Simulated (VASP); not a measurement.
Set up this calculation in VASP 6.6.1, as the native input.

* Task: single point
* Functional: PBE
* Potentials or basis: VASP PAW PBE potentials, release 64 (C, Si)
* Cutoff: 600 eV
* k mesh: 4 × 4 × 4
* Occupations: fermi-dirac, width 0.02 eV
* Spin: no spin polarisation
* Dipole correction: no
* Further INCAR settings: ALGO = Normal; EDIFF = 1e-06; NBANDS = 16

The structure of Si3C lies in POSCAR:

```
Si3C
1.0
    3.4318102017      0.0000000000      0.0000000000
    0.0000000000      3.4318102017      0.0000000000
    0.0000000000      0.0000000000      5.0004336163
C Si
1 3
Direct
    0.0000000000      0.0000000000      0.0000000000
    0.0000000000      0.5000000000      0.2031984776
    0.5000000000      0.5000000000      0.5000000000
    0.5000000000      0.0000000000      0.7968015224
```

These files were run (other wordings do the same):

INCAR

```
PREC = Accurate
ENCUT = 600
EDIFF = 1E-6
ISMEAR = -1
SIGMA = 0.02
LREAL = F
LASPH = T
NELM = 120
ALGO = Normal
ISIF = 2
LWAVE = F
LCHARG = T
GGA = PE
LELF = T
LVHAR = T
NBANDS = 16
GGA_COMPAT = F
```

KPOINTS

```
Automatic mesh
0
Gamma
  4 4 4
```

Potentials or basis: VASP PAW PBE potentials, release 64 (C, Si).

Launch:

```sh
$ cat potpaw_PBE.64/C/POTCAR potpaw_PBE.64/Si/POTCAR > POTCAR
$ mpirun -np 1 vasp_std > vasp.out
```

It gave:

| Property | Result |
| --- | --- |
| Pressure | 1.9 GPa |
| Largest force | 0.358 eV/Å |
| Band gap on the k mesh | zero (band 8 reaches 7.86 eV, above the bottom of band 9 at 7.42 eV) |

Caveat: the k points lie up to 0.46 Å⁻¹ apart.

It took 34 s on 1 thread of Intel Xeon 8259CL, with other jobs on the host, peak memory 0.17 GiB.
